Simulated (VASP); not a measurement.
# BaTiO3 (Amm2) in VASP: single point with r2SCAN

Aim: the single point of BaTiO3 with r2SCAN.

Program: VASP 6.6.1. These are calculated values, not measurements. Logs are shortened: lines on timing, memory, paths and dates and some standing lists are left out, and cuts for length are marked.

## 1. The cell of the first run

Symmetry: Amm2, No. 38, orthorhombic system. The conventional cell has a = 3.986 Å, b = 5.679 Å, c = 5.698 Å, α = 90.00°, β = 90.00°, γ = 90.00°. Ba (site symmetry mm2) has 12 O at 2.79 to 2.91 Å and 8 Ti at 3.41 to 3.54 Å within 3.7 Å. Within 2.5 Å of Ti (site symmetry mm2) lie 6 O at 1.92 to 2.10 Å. Within 2.6 Å of O (site symmetry mm2) lie 2 Ti at 2.00 Å. O (site symmetry m) has 2 Ti at 1.92 to 2.10 Å within 2.5 Å. O (site symmetry m) has 2 Ti at 1.92 to 2.10 Å within 2.5 Å.

## 2. Single point, r2SCAN, collinear spin, zero start

Contents of POSCAR:

```
BaTiO3
1.0
    3.9861158600     -2.8394291100     -2.8491425500
    0.0000000000      2.8394291100     -2.8491425500
    3.9861158600      2.8394291100      2.8491425500
Ba Ti O
2 2 6
Direct
    0.0000000000      0.0000000000      0.0000000000
    0.5000000000      0.0000000000      0.5000000000
    0.9928500000      0.4857000000      0.5071500000
    0.4928500000      0.4857000000      0.0071500000
    0.7555000000      0.5110000000      0.2445000000
    0.2555000000      0.5110000000      0.7445000000
    0.9977850000      0.0077700000      0.5022150000
    0.4977850000      0.0077700000      0.0022150000
    0.7538850000      0.4955700000      0.7461150000
    0.2538850000      0.4955700000      0.2461150000
```

Contents of INCAR.step1:

```
SYSTEM = BaTiO3
ALGO = Normal
EDIFF = 1E-4
ENCUT = 520
GGA = PE
ISMEAR = -1
ISPIN = 2
LASPH = .True.
LCHARG = .False.
LMAXMIX = 4
LREAL = .False.
LWAVE = .True.
MAGMOM = 0 0 0 0 0 0 0 0 0 0
NBANDS = 55
NELM = 150
PREC = Accurate
SIGMA = 0.1247
```

Contents of INCAR.step2:

```
SYSTEM = BaTiO3
ALGO = Normal
EDIFF = 1E-7
ENCUT = 520
ISIF = 2
ISMEAR = -1
ISPIN = 2
ISTART = 1
LASPH = .True.
LCHARG = .False.
LMAXMIX = 4
LMIXTAU = .True.
LORBIT = 11
LREAL = .False.
LWAVE = .False.
MAGMOM = 0 0 0 0 0 0 0 0 0 0
METAGGA = R2SCAN
NBANDS = 55
NELM = 150
PREC = Accurate
SIGMA = 0.1247
```

Contents of KPOINTS:

```
k-points
0
Gamma
  3 5 3
  0 0 0
```

Potentials or basis: VASP PAW PBE potentials, release 64 (Ba_sv, Ti_sv, O).

On the command line:

```bash
$ cat potpaw_PBE.64/Ba_sv/POTCAR potpaw_PBE.64/Ti_sv/POTCAR potpaw_PBE.64/O/POTCAR > POTCAR
$ cp INCAR.step1 INCAR
$ mpirun -np 1 vasp_std > vasp.out
$ cp INCAR.step2 INCAR
$ mpirun -np 1 vasp_std > vasp.out
```

OUTCAR:

```text
SYSTEM = BaTiO3
   EDIFF = 1E-7
   ENCUT = 520
   ISIF = 2
   ISMEAR = -1
   ISPIN = 2
   ISTART = 1
   LASPH = .True.
   LORBIT = 11
   LREAL = .False.
   METAGGA = R2SCAN
   NELM = 150
   PREC = Accurate

 ion  position               nearest neighbor table
   1  0.000  0.000  0.000-   5 2.79  10 2.82   9 2.82   7 2.82   8 2.82   6 2.84   5 2.84   9 2.84
                            10 2.84   7 2.84   8 2.84   6 2.91   4 3.41   3 3.41   4 3.47   3 3.47
   2  0.500  0.000  0.500-   6 2.79   9 2.82  10 2.82   7 2.82   8 2.82   5 2.84   6 2.84   9 2.84
                            10 2.84   8 2.84   7 2.84   5 2.91   4 3.41   3 3.41   4 3.47   3 3.47
   3  0.993  0.486  0.507-   9 1.92   7 1.92   5 2.00   6 2.00  10 2.10   7 2.10   2 3.41   1 3.41
                             1 3.47   2 3.47   2 3.47   1 3.47   2 3.54   1 3.54
   4  0.493  0.486  0.007-  10 1.92   8 1.92   5 2.00   6 2.00   9 2.10   8 2.10   2 3.41   1 3.41
                             1 3.47   2 3.47   1 3.47   2 3.47   1 3.54   2 3.54
   5  0.755  0.511  0.245-   3 2.00   4 2.00   1 2.79   2 2.84   1 2.84   2 2.91
   6  0.255  0.511  0.745-   3 2.00   4 2.00   2 2.79   1 2.84   2 2.84   1 2.91
   7  0.998  0.008  0.502-   3 1.92   3 2.10   1 2.82   2 2.82   1 2.84   2 2.84
   8  0.498  0.008  0.002-   4 1.92   4 2.10   1 2.82   2 2.82   2 2.84   1 2.84
   9  0.754  0.496  0.746-   3 1.92   4 2.10   2 2.82   1 2.82   1 2.84   2 2.84
  10  0.254  0.496  0.246-   4 1.92   3 2.10   1 2.82   2 2.82   1 2.84   2 2.84

  LATTYP: Found a base centered monoclinic cell.
 ALAT       =     8.0448669202
 B/A-ratio  =     0.9909712366
 C/A-ratio  =     0.5000000000
 COS(beta)  =    -0.0034150617

  Lattice vectors:

 A1 = (  -3.9861158600,   2.8394291100,   2.8491425500)
 A2 = (   3.9861158600,   2.8394291100,   2.8491425500)
 A3 = (   0.0000000000,   2.8394291100,  -2.8491425500)

Analysis of symmetry for initial positions (statically):
=====================================================================
 Subroutine PRICEL returns following result:

  LATTYP: Found a base centered orthorhombic cell.
 ALAT       =     5.6788582200
 B/A-ratio  =     1.0034209130
 C/A-ratio  =     0.7019220600
[... 12 lines left out ...]
 Subroutine GETGRP returns: Found  2 space group operations
 (whereof  2 operations were pure point group operations)
 out of a pool of  4 trial point group operations.

The static configuration has the point symmetry C_1h.

Analysis of symmetry for dynamics (positions and initial velocities):
=====================================================================
 Subroutine PRICEL returns following result:

  LATTYP: Found a base centered orthorhombic cell.
 ALAT       =     5.6788582200
 B/A-ratio  =     1.0034209130
 C/A-ratio  =     0.7019220600
[... 12 lines left out ...]
 Subroutine GETGRP returns: Found  2 space group operations
 (whereof  2 operations were pure point group operations)
 out of a pool of  4 trial point group operations.

The dynamic configuration has the point symmetry C_1h.

Analysis of structural, dynamic, and magnetic symmetry:
=====================================================================
 Subroutine PRICEL returns following result:

  LATTYP: Found a base centered orthorhombic cell.
 ALAT       =     5.6788582200
 B/A-ratio  =     1.0034209130
 C/A-ratio  =     0.7019220600
[... 12 lines left out ...]
 Subroutine GETGRP returns: Found  2 space group operations
 (whereof  2 operations were pure point group operations)
 out of a pool of  4 trial point group operations.

The overall configuration has the point symmetry C_1h.

 Subroutine INISYM returns: Found  2 space group operations
 (whereof  2 operations are pure point group operations),
 and found     2 'primitive' translations

----------------------------------------------------------------------------------------

                                     Primitive cell

  volume of cell :      64.4949

  direct lattice vectors                    reciprocal lattice vectors
     0.000000000  2.839429110 -2.849142550     0.000000000  0.176091736 -0.175491395
     0.000000000  2.839429110  2.849142550     0.000000000  0.176091736  0.175491395
     3.986115860  0.000000000  0.000000000     0.250870781  0.000000000  0.000000000

  length of vectors
     4.022433460  4.022433460  3.986115860     0.248607178  0.248607178  0.250870781

  position of ions in fractional coordinates (direct lattice)
     0.000000000  0.000000000  0.000000000
     0.485700000  0.514300000  0.500000000
     0.511000000  0.489000000  0.000000000
     0.007770000  0.504430000  0.500000000
     0.495570000  0.992230000  0.500000000

[... 69 lines left out ...]
   NELM   =    150;   NELMIN=  2; NELMDL=  0     # of ELM steps
   EDIFF  = 0.1E-06   stopping-criterion for ELM
   LREAL  =      F    real-space projection
   EDIFFG = 0.1E-05   stopping-criterion for IOM
   NSW    =      0    number of steps for IOM
   IBRION =     -1    ionic relax: 0-MD 1-quasi-New 2-CG
   NFREE  =      0    steps in history (QN), initial steepest desc. (CG)
   ISIF   =      2    stress and relaxation
   ISYM   =      2    0-nonsym 1-usesym 2-fastsym
   POTIM  = 0.5000    time-step for ionic-motion
   TEBEG  =    0.0;   TEEND  =   0.0 temperature during run
   PSTRESS=    0.0 pullay stress
   NELECT =      80.0000    total number of electrons
   NUPDOWN=      -1.0000    fix difference up-down
   EMIN   =  10.00;   EMAX   =-10.00  energy-range for DOS
   EFERMI =   0.00;   METHOD = LEGACY
   ISMEAR =    -1;   SIGMA  =   0.12  broadening in eV -4-tet -1-fermi 0-gaus
   EFERMI_NEDOS =   21; number of points for ismear=-14 and -15
   IALGO  =     38    algorithm
   IMIX   =      4    mixing-type and parameters
     AMIX     =   0.40;   BMIX     =  1.00
     AMIX_MAG =   1.60;   BMIX_MAG =  1.00
  volume/ion in A,a.u.               =      12.90        87.05
  Fermi-wavevector in a.u.,A,eV,Ry     =   1.396110  2.638266 26.519448  1.949124
  Thomas-Fermi vector in A             =   2.519497
   LORBIT       =     11    0 simple, 1 ext, 2 COOP (PROOUT), +10 PAW based schemes
   METAGGA = R2SCAN    functional components
   LHFCALC =     F    Hartree Fock is set to
   AEXX    =    0.0000 exact exchange contribution
   IVDW    =     0    specifies the selected vdW correction
   LEPSILON=     F    determine dielectric tensor
   LRPA    =     F    only Hartree local field effects (RPA)
 spin polarized calculation
  energy-cutoff  :      520.00
  volume of cell :      128.99
 maximum number of plane-waves:      3494
 NGX is ok and might be reduce to    42
   NGX = 21   NGY = 15   NGZ = 21

 number of electron      80.0000023 magnetization       0.0000000

 number of electron      80.0000023 magnetization      -0.0000000

 Free energy of the ion-electron system (eV)
  ---------------------------------------------------
  ext. energy  EPLUGINS =         0.00000000
  ---------------------------------------------------
  free energy    TOTEN  =      -148.47312778 eV

  energy without entropy =     -148.47303076  energy(sigma->0) =     -148.47307927

 E-fermi :   4.6727     XC(G=0): -11.8806

 val. band max:        3.4748723687   @ k =   0.0000   0.4000   0.0000
 cond. band min:       5.7404804200   @ k =   0.0000   0.0000   0.0000
 fundamental gap:      2.2656080513
 Fermi energy:         4.6727120679

 spin component 1

 k-point     1 :       0.0000    0.0000    0.0000
  band No.  band energies     occupation
      1     -55.3233      1.00000
      2     -55.3211      1.00000
      3     -30.5484      1.00000
      4     -30.5357      1.00000
      5     -30.4975      1.00000
      6     -30.4961      1.00000
[... 869 lines left out ...]
     51      10.9108      0.00000
     52      11.6292      0.00000
 Fermi energy:         4.6727120679

 spin component 2

 k-point     1 :       0.0000    0.0000    0.0000
  band No.  band energies     occupation
      1     -55.3233      1.00000
      2     -55.3211      1.00000
      3     -30.5484      1.00000
      4     -30.5357      1.00000
      5     -30.4975      1.00000
      6     -30.4961      1.00000
[... 869 lines left out ...]
     51      10.9108      0.00000
     52      11.6292      0.00000
 [bands above 52 left out]

------------------------ aborting loop because EDIFF is reached ----------------------------------------

  FORCE on cell =-STRESS in cart. coord.  units (eV):
  Direction    XX          YY          ZZ          XY          YZ          ZX
  --------------------------------------------------------------------------------------
  -------------------------------------------------------------------------------------
  Total        0.8034426      0.7851272      0.2396965      0.0000000      0.0166705      0.0000000
  in kB        9.9795354      9.7520403      2.9772626      0.0000000      0.2070638      0.0000000
  external PRESSURE =       7.5696128 kB  Pullay stress =       0.0000000 kB

 VOLUME and BASIS-vectors are now :
 -----------------------------------------------------------------------------
  energy-cutoff  :      520.00
  volume of cell :      128.99
      direct lattice vectors                 reciprocal lattice vectors
     3.986115860 -2.839429110 -2.849142550     0.125435391 -0.088045868 -0.087745697
     0.000000000  2.839429110 -2.849142550     0.000000000  0.176091736 -0.175491395
     3.986115860  2.839429110  2.849142550     0.125435391  0.088045868  0.087745697

 POSITION                                       TOTAL-FORCE (eV/Angst)
 -----------------------------------------------------------------------------------
      0.00000      0.00000      0.00000         0.000000      0.000907      0.213548
      3.98612      0.00000      0.00000         0.000000      0.000907      0.213548
      5.97917      0.00000     -2.76766         0.000000      0.008920      0.105542
      1.99306      0.00000     -2.76766         0.000000      0.008920      0.105542
      3.98612      0.00000     -2.91182         0.000000     -0.005294      0.229590
      3.98612      2.83943     -0.06268         0.000000     -0.005294      0.229590
      5.97917     -1.38507     -1.43409         0.000000      0.035565     -0.273174
      1.99306     -1.38507     -1.43409         0.000000      0.035565     -0.273174
      5.97917      1.38507     -1.43409         0.000000     -0.040098     -0.275505
      1.99306      1.38507     -1.43409         0.000000     -0.040098     -0.275505
 -----------------------------------------------------------------------------------
    total drift:                                0.000005      0.002465      0.011062

  FREE ENERGIE OF THE ION-ELECTRON SYSTEM (eV)
  ---------------------------------------------------
  free  energy   TOTEN  =      -148.4731277833 eV

  energy  without entropy=     -148.4730307642  energy(sigma->0) =     -148.47307927

 total charge

# of ion       s       p       d       tot
------------------------------------------
    1        2.018   5.669   0.302   7.989
    2        2.018   5.669   0.302   7.989
    3        2.208   6.268   1.652  10.128
    4        2.208   6.268   1.652  10.128
    5        1.567   3.499   0.000   5.066
    6        1.567   3.499   0.000   5.066
    7        1.568   3.497   0.000   5.066
    8        1.568   3.497   0.000   5.066
    9        1.568   3.497   0.000   5.066
   10        1.568   3.497   0.000   5.066
--------------------------------------------------
tot         17.861  44.860   3.908  66.629

 magnetization (x)

# of ion       s       p       d       tot
------------------------------------------
    1        0.000  -0.000   0.000   0.000
    2        0.000  -0.000   0.000   0.000
    3        0.000  -0.000   0.000   0.000
    4        0.000  -0.000   0.000   0.000
    5       -0.000  -0.000   0.000  -0.000
    6       -0.000  -0.000   0.000  -0.000
    7       -0.000  -0.000   0.000  -0.000
    8       -0.000  -0.000   0.000  -0.000
    9       -0.000  -0.000   0.000  -0.000
   10       -0.000  -0.000   0.000  -0.000
--------------------------------------------------
tot          0.000  -0.000   0.000   0.000
```

It took 8.8 min on 1 thread of Intel Xeon 6975P-C (Granite Rapids), shared host; peak memory 0.39 GiB.

What came out:

| Quantity | Value |
| --- | --- |
| Free energy | -148.4731 eV |
| Pressure | 0.8 GPa |
| Largest force | 0.278 eV/Å |
| Band gap on the k mesh | 2.27 eV |
| Net moment | 0.00 μB per cell |
| Valence electrons inside the program's atomic spheres | Ba 7.99; Ti 10.13; O 5.07 |

Forces in eV/Å, atoms in the order of the input:
```
Ba   0.000  0.001  0.214
Ba   0.000  0.001  0.214
Ti   0.000  0.009  0.106
Ti   0.000  0.009  0.106
O    0.000 -0.005  0.230
O    0.000 -0.005  0.230
O    0.000  0.036 -0.273
O    0.000  0.036 -0.273
O    0.000 -0.040 -0.276
O    0.000 -0.040 -0.276
```

Levels at points of the mesh, in eV from the valence-band top:
Spin up:
```tsv
k point	band 36	band 37	band 38	band 39	band 40	band 41	band 42	band 43	band 44	band 45
(0.00, 0.00, 0.00)	-0.89	-0.35	-0.27	-0.23	-0.07	2.27	2.34	2.46	3.93	3.95
```
Spin down:
```csv
k point,band 37,band 38,band 39,band 40,band 41,band 42,band 43,band 44
"(0.00, 0.00, 0.00)",-0.35,-0.27,-0.23,-0.07,2.27,2.34,2.46,3.93
```

Caveat: the PAW data sets were made with another functional, which shifts forces and pressure a little; spin-orbit coupling is left out, which moves the levels of the heavy elements; an odd mesh through Γ misses points on the zone boundary, where band edges can lie.
